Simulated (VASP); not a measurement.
# Sr (Fm-3m) in VASP: a series of runs

The runs below take Sr through single point, with PBEsol.

Program: VASP 6.6.1. These are calculated values, not measurements. Logs are shortened: lines on timing, memory, paths and dates and some standing lists are left out, and cuts for length are marked.

### 1 The cell of the first run

The structure is cubic, space group Fm-3m (No. 225). The conventional cell has a = 6.107 Å, b = 6.107 Å, c = 6.107 Å, α = 90.00°, β = 90.00°, γ = 90.00°. Sr (site symmetry m-3m) has 12 Sr at 4.32 Å within 5.7 Å.

### 2 Single point, PBEsol (volume scaled by 1.10)

The input, INCAR:

```
SYSTEM = Sr
  PREC = Accurate
  ENCUT = 520
  EDIFF = 1E-6
  ISMEAR = 0
  SIGMA = 0.1
  LREAL = .FALSE.
  LASPH = .TRUE.
  NELM = 100
  ALGO = Fast
  ISIF = 2
  LWAVE = .FALSE.
  LCHARG = .FALSE.
  GGA = PS
  NBANDS = 11
```

The input, KPOINTS:

```
Automatic mesh
0
G
  12 12 12
  0 0 0
```

The input, POSCAR:

```
Sr
1.0
    0.0000000000      3.0534013775      3.0534013775
    3.0534013775      0.0000000000      3.0534013775
    3.0534013775      3.0534013775      0.0000000000
Sr
1
Direct
    0.0000000000      0.0000000000      0.0000000000
```

Potentials or basis: VASP PAW PBE potentials, release 64 (Sr_sv).

Command:

```console
> cat potpaw_PBE.64/Sr_sv/POTCAR > POTCAR
> mpirun -np 1 vasp_std > vasp.out
```

OUTCAR:

```text
SYSTEM = Sr
   PREC = Accurate
   ENCUT = 520
   EDIFF = 1E-6
   ISMEAR = 0
   LREAL = .FALSE.
   LASPH = .TRUE.
   NELM = 100
   ISIF = 2
   GGA = PS

 ion  position               nearest neighbor table
   1  0.000  0.000  0.000-

  LATTYP: Found a face centered cubic cell.
 ALAT       =     6.1068027550

  Lattice vectors:

 A1 = (   0.0000000000,   3.0534013775,   3.0534013775)
 A2 = (   3.0534013775,   0.0000000000,   3.0534013775)
 A3 = (   3.0534013775,   3.0534013775,   0.0000000000)

Analysis of symmetry for initial positions (statically):
=====================================================================
 Subroutine PRICEL returns:
 Original cell was already a primitive cell.

 Routine SETGRP: Setting up the symmetry group for a
 face centered cubic supercell.

 Subroutine GETGRP returns: Found 48 space group operations
 (whereof 48 operations were pure point group operations)
 out of a pool of 48 trial point group operations.

The static configuration has the point symmetry O_h .

Analysis of symmetry for dynamics (positions and initial velocities):
=====================================================================
 Subroutine PRICEL returns:
 Original cell was already a primitive cell.

 Routine SETGRP: Setting up the symmetry group for a
 face centered cubic supercell.

 Subroutine GETGRP returns: Found 48 space group operations
 (whereof 48 operations were pure point group operations)
 out of a pool of 48 trial point group operations.

The dynamic configuration has the point symmetry O_h .

 Subroutine INISYM returns: Found 48 space group operations
 (whereof 48 operations are pure point group operations),
 and found     1 'primitive' translations

----------------------------------------------------------------------------------------

                                     Primitive cell

  volume of cell :      56.9353

  direct lattice vectors                    reciprocal lattice vectors
     0.000000000  3.053401378  3.053401378    -0.163751809  0.163751809  0.163751809
     3.053401378  0.000000000  3.053401378     0.163751809 -0.163751809  0.163751809
     3.053401378  3.053401378  0.000000000     0.163751809  0.163751809 -0.163751809

  length of vectors
     4.318161639  4.318161639  4.318161639     0.283626453  0.283626453  0.283626453

  position of ions in fractional coordinates (direct lattice)
     0.000000000  0.000000000  0.000000000

  ion indices of the primitive-cell ions
   primitive index   ion index
                 1           1

----------------------------------------------------------------------------------------

 KPOINTS: Automatic mesh

Automatic generation of k-mesh.
 Grid dimensions read from file:
 generate k-points for:   12   12   12

 Generating k-lattice:

  Cartesian coordinates                     Fractional coordinates (reciprocal lattice)
    -0.013645984  0.013645984  0.013645984     0.083333333  0.000000000  0.000000000
     0.013645984 -0.013645984  0.013645984     0.000000000  0.083333333  0.000000000
     0.013645984  0.013645984 -0.013645984     0.000000000  0.000000000  0.083333333

  Length of vectors
     0.023635538  0.023635538  0.023635538

  Shift w.r.t. Gamma in fractional coordinates (k-lattice)
     0.000000000  0.000000000  0.000000000

 Subroutine IBZKPT returns following result:
 ===========================================

 Found     72 irreducible k-points:

 Following reciprocal coordinates:
            Coordinates               Weight
  0.000000  0.000000  0.000000      1.000000
  0.083333  0.000000  0.000000      8.000000
  0.166667  0.000000  0.000000      8.000000
  0.250000  0.000000  0.000000      8.000000
  0.333333  0.000000  0.000000      8.000000
  0.416667  0.000000  0.000000      8.000000
[... 16 lines left out ...]
  0.500000  0.166667  0.000000     24.000000
 -0.416667  0.166667  0.000000     24.000000
 [... further k-points ...]
   k-points           NKPTS =     72   k-points in BZ     NKDIM =     72   number of bands    NBANDS=     11
   number of dos      NEDOS =    301   number of ions     NIONS =      1
   total plane-waves  NPLWV =  32768
   dimension x,y,z NGX =    32 NGY =   32 NGZ =   32
   dimension x,y,z NGXF=    64 NGYF=   64 NGZF=   64
   ions per type =               1
   NGX,Y,Z   is equivalent  to a cutoff of  12.32, 12.32, 12.32 a.u.
   NGXF,Y,Z  is equivalent  to a cutoff of  24.64, 24.64, 24.64 a.u.
 SYSTEM =  Sr
   PREC   = accura    normal or accurate (medium, high low for compatibility)
   ISTART =      0    job   : 0-new  1-cont  2-samecut
   ICHARG =      2    charge: 1-file 2-atom 10-const
   ISPIN  =      1    spin polarized calculation?
   LNONCOLLINEAR =      F non collinear calculations
   LSORBIT =      F    spin-orbit coupling
   LASPH  =      T    aspherical Exc in radial PAW
   ENCUT  =  520.0 eV  38.22 Ry    6.18 a.u.   8.03  8.03  8.03*2*pi/ulx,y,z
   NELM   =    100;   NELMIN=  2; NELMDL= -5     # of ELM steps
   EDIFF  = 0.1E-05   stopping-criterion for ELM
   LREAL  =      F    real-space projection
   EDIFFG = 0.1E-04   stopping-criterion for IOM
   NSW    =      0    number of steps for IOM
   IBRION =     -1    ionic relax: 0-MD 1-quasi-New 2-CG
   NFREE  =      0    steps in history (QN), initial steepest desc. (CG)
   ISIF   =      2    stress and relaxation
   ISYM   =      2    0-nonsym 1-usesym 2-fastsym
   POTIM  = 0.5000    time-step for ionic-motion
   TEBEG  =    0.0;   TEEND  =   0.0 temperature during run
   PSTRESS=    0.0 pullay stress
   NELECT =      10.0000    total number of electrons
   NUPDOWN=      -1.0000    fix difference up-down
   EMIN   =  10.00;   EMAX   =-10.00  energy-range for DOS
   EFERMI =   0.00;   METHOD = LEGACY
   ISMEAR =     0;   SIGMA  =   0.10  broadening in eV -4-tet -1-fermi 0-gaus
   EFERMI_NEDOS =   21; number of points for ismear=-14 and -15
   IALGO  =     68    algorithm
   IMIX   =      4    mixing-type and parameters
     AMIX     =   0.40;   BMIX     =  1.00
     AMIX_MAG =   1.60;   BMIX_MAG =  1.00
  volume/ion in A,a.u.               =      56.94       384.22
  Fermi-wavevector in a.u.,A,eV,Ry     =   0.916813  1.732526 11.436333  0.840547
  Thomas-Fermi vector in A             =   2.041711
   LORBIT       =      0    0 simple, 1 ext, 2 COOP (PROOUT), +10 PAW based schemes
   GGA     = PS    functional components
   LHFCALC =     F    Hartree Fock is set to
   AEXX    =    0.0000 exact exchange contribution
   IVDW    =     0    specifies the selected vdW correction
   LEPSILON=     F    determine dielectric tensor
   LRPA    =     F    only Hartree local field effects (RPA)
 non-spin polarized calculation
 RMM-DIIS sequential band-by-band and
 Gauss-broadening in eV      SIGMA  =   0.10
  energy-cutoff  :      520.00
  volume of cell :       56.94
 maximum number of plane-waves:      1552
   NGX = 17   NGY = 17   NGZ = 17

 number of electron      10.0000000 magnetization

 Free energy of the ion-electron system (eV)
  ---------------------------------------------------
  ext. energy  EPLUGINS =         0.00000000
  ---------------------------------------------------
  free energy    TOTEN  =        -1.82620772 eV

  energy without entropy =       -1.81800349  energy(sigma->0) =       -1.82210560

 E-fermi :   1.3778     XC(G=0):  -7.3250

 val. band max:        1.3598610856   @ k =  -0.3333   0.4167   0.1667
 cond. band min:       1.3872774404   @ k =  -0.4167   0.2500   0.0000
 fundamental gap:      0.0274163548
 Fermi energy:         1.3777717766

 k-point     1 :       0.0000    0.0000    0.0000
  band No.  band energies     occupation
      1     -35.2271      2.00000
      2     -17.1334      2.00000
      3     -17.1334      2.00000
      4     -17.1334      2.00000
      5      -2.2238      2.00000
      6       3.6759      0.00000
      7       3.6759      0.00000
      8       3.6759      0.00000
      9       5.0952      0.00000
     10       5.0952      0.00000
     11       8.3913      0.00000

 k-point     2 :       0.0833    0.0000    0.0000
  band No.  band energies     occupation
      1     -35.2263      2.00000
      2     -17.1455      2.00000
      3     -17.1351      2.00000
      4     -17.1351      2.00000
      5      -2.1154      2.00000
      6       3.5074      0.00000
      7       3.7272      0.00000
      8       3.7272      0.00000
      9       5.0278      0.00000
     10       5.0278      0.00000
     11       8.6702      0.00000

 k-point     3 :       0.1667    0.0000    0.0000
  band No.  band energies     occupation
      1     -35.2241      2.00000
      2     -17.1780      2.00000
      3     -17.1395      2.00000
      4     -17.1395      2.00000
      5      -1.7998      2.00000
      6       3.1044      0.00000
      7       3.8272      0.00000
      8       3.8272      0.00000
      9       4.9318      0.00000
     10       4.9318      0.00000
     11       8.7800      0.00000

 k-point     4 :       0.2500    0.0000    0.0000
  band No.  band energies     occupation
      1     -35.2211      2.00000
      2     -17.2220      2.00000
      3     -17.1456      2.00000
      4     -17.1456      2.00000
      5      -1.3078      2.00000
      6       2.6224      0.00000
      7       3.8242      0.00000
      8       3.8242      0.00000
      9       5.0482      0.00000
     10       5.0482      0.00000
     11       8.0221      0.00000

 k-point     5 :       0.3333    0.0000    0.0000
  band No.  band energies     occupation
      1     -35.2182      2.00000
      2     -17.2654      2.00000
      3     -17.1516      2.00000
      4     -17.1516      2.00000
      5      -0.6971      2.00000
      6       2.1375      0.00000
      7       3.6972      0.00000
      8       3.6972      0.00000
      9       5.4326      0.00000
     10       5.4326      0.00000
     11       7.3919      0.00000
[... 211 lines left out ...]
 k-point    21 :       0.3333    0.1667    0.0000
  band No.  band energies     occupation
      1     -35.2182      2.00000
      2     -17.2407      2.00000
      3     -17.1641      2.00000
      4     -17.1636      2.00000
      5      -0.7745      2.00000
      6       2.3483      0.00000
      7       3.3258      0.00000
      8       4.0804      0.00000
      9       4.7509      0.00000
     10       5.6993      0.00000
     11       8.1315      0.00000

 k-point    22 :       0.4167    0.1667    0.0000
  band No.  band energies     occupation
      1     -35.2157      2.00000
      2     -17.2719      2.00000
      3     -17.1741      2.00000
      4     -17.1675      2.00000
      5      -0.1537      2.00000
      6       1.9584      0.00000
      7       3.0903      0.00000
      8       3.9782      0.00000
      9       5.2851      0.00000
     10       6.0409      0.00000
     11       7.1500      0.00000

 k-point    23 :       0.5000    0.1667    0.0000
  band No.  band energies     occupation
      1     -35.2142      2.00000
      2     -17.2905      2.00000
      3     -17.1835      2.00000
      4     -17.1677      2.00000
      5       0.4536      2.00000
      6       1.5419      0.02027
      7       2.9930      0.00000
      8       3.8757      0.00000
      9       5.7645      0.00000
     10       6.1439      0.00000
     11       6.5772      0.00000

 k-point    24 :      -0.4167    0.1667    0.0000
  band No.  band energies     occupation
      1     -35.2140      2.00000
      2     -17.2920      2.00000
      3     -17.1892      2.00000
      4     -17.1641      2.00000
      5       0.6011      2.00000
      6       1.4538      0.28255
      7       2.9510      0.00000
      8       3.8394      0.00000
      9       5.8120      0.00000
     10       6.0203      0.00000
     11       6.6763      0.00000

 [... further k-points ...]

------------------------ aborting loop because EDIFF is reached ----------------------------------------

  FORCE on cell =-STRESS in cart. coord.  units (eV):
  Direction    XX          YY          ZZ          XY          YZ          ZX
  --------------------------------------------------------------------------------------
  -------------------------------------------------------------------------------------
  Total       -0.3455938     -0.3455938     -0.3455938      0.0000000      0.0000000      0.0000000
  in kB       -9.7251172     -9.7251172     -9.7251172      0.0000000      0.0000000      0.0000000
  external PRESSURE =      -9.7251172 kB  Pullay stress =       0.0000000 kB

 VOLUME and BASIS-vectors are now :
 -----------------------------------------------------------------------------
  energy-cutoff  :      520.00
  volume of cell :       56.94
      direct lattice vectors                 reciprocal lattice vectors
     0.000000000  3.053401378  3.053401378    -0.163751809  0.163751809  0.163751809
     3.053401378  0.000000000  3.053401378     0.163751809 -0.163751809  0.163751809
     3.053401378  3.053401378  0.000000000     0.163751809  0.163751809 -0.163751809

 POSITION                                       TOTAL-FORCE (eV/Angst)
 -----------------------------------------------------------------------------------
      0.00000      0.00000      0.00000         0.000000      0.000000     -0.000000
 -----------------------------------------------------------------------------------
    total drift:                                0.000000      0.000000      0.000000

  FREE ENERGIE OF THE ION-ELECTRON SYSTEM (eV)
  ---------------------------------------------------
  free  energy   TOTEN  =        -1.8262077168 eV

  energy  without entropy=       -1.8180034890  energy(sigma->0) =       -1.82210560
```

Run time: 16 s. Hardware: 1 thread of AMD EPYC 9R45 (Zen 5), shared host; peak memory 0.17 GiB.

Results:

```
Free energy            : -1.8262 eV
Pressure               : -1.0 GPa
Band gap on the k mesh : zero (band 5 reaches 1.47 eV, above the bottom of band 6 at 1.39 eV)
```

Levels at points of the mesh, in eV from the Fermi level:
| k point | band 1 | band 2 | band 3 | band 4 | band 5 | band 6 | band 7 | band 8 | band 9 | band 10 |
| --- | --- | --- | --- | --- | --- | --- | --- | --- | --- | --- |
| (0.00, 0.00, 0.00) | -36.60 | -18.51 | -18.51 | -18.51 | -3.60 | 2.30 | 2.30 | 2.30 | 3.72 | 3.72 |
| (0.50, 0.00, 0.00) | -36.59 | -18.69 | -18.54 | -18.54 | -1.12 | 0.04 | 2.15 | 2.15 | 4.72 | 4.72 |
| (0.50, 0.50, 0.00) | -36.59 | -18.68 | -18.58 | -18.58 | -0.60 | 0.37 | 0.98 | 4.73 | 5.02 | 5.08 |

Caveat: the PAW data sets were made with another functional, which shifts forces and pressure a little.

(Part 1 of 2 ends here.)
